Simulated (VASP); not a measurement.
# C: single point with r2SCAN

The system is C.

```
C
1.0
     2.45589    0.00000    0.00000
    -1.22795    2.12686    0.00000
     0.00000    0.00000    7.04979
C
4
Direct
  0.00000 0.00000 0.00250
  0.00000 0.00000 0.50250
  0.33333 0.66667 0.00250
  0.66667 0.33333 0.50250
```

```
Program                : VASP 6.6.1
Task                   : single point
Functional             : r2SCAN
Potentials or basis    : VASP PAW PBE potentials, release 64 (C)
Cutoff                 : 520 eV
k mesh                 : 24 × 24 × 8
Occupations            : gaussian, width 0.15 eV
Spin                   : no spin polarisation
Dipole correction      : no
Further INCAR settings : ALGO = Normal; EDIFF = 1e-06; NBANDS = 16
```

The pressure is 0.6 GPa and the band gap on the k mesh is zero (bands 8 and 9 overlap by 0.02 eV).

Stress tensor (GPa, compression positive):
```
 1.00  0.00  0.00
 0.00  1.00  0.00
 0.00  0.00 -0.09
```

Levels at points of the mesh, in eV from the Fermi level:
```
           k point  band 5  band 6  band 7  band 8  band 9  band 10  band 11  band 12
(0.00, 0.00, 0.00)   -3.21   -3.21   -3.20   -3.20    4.02     8.72     8.72     8.76
(0.50, 0.00, 0.00)   -6.84   -6.80   -2.84   -2.29    1.61     2.21     7.64     7.93
(0.00, 0.00, 0.50)   -3.20   -3.20   -3.20   -3.20    6.41     6.41     8.74     8.74
(0.50, 0.00, 0.50)   -6.82   -6.82   -2.53   -2.53    1.78     1.78     7.78     7.78
```

It took 5.5 min on 1 thread of AMD EPYC 9R45 96-Core Processor (Zen 5) (shared host), peak memory 0.21 GiB.

Caveat: the PAW data sets were made with another functional, which shifts forces and pressure a little.
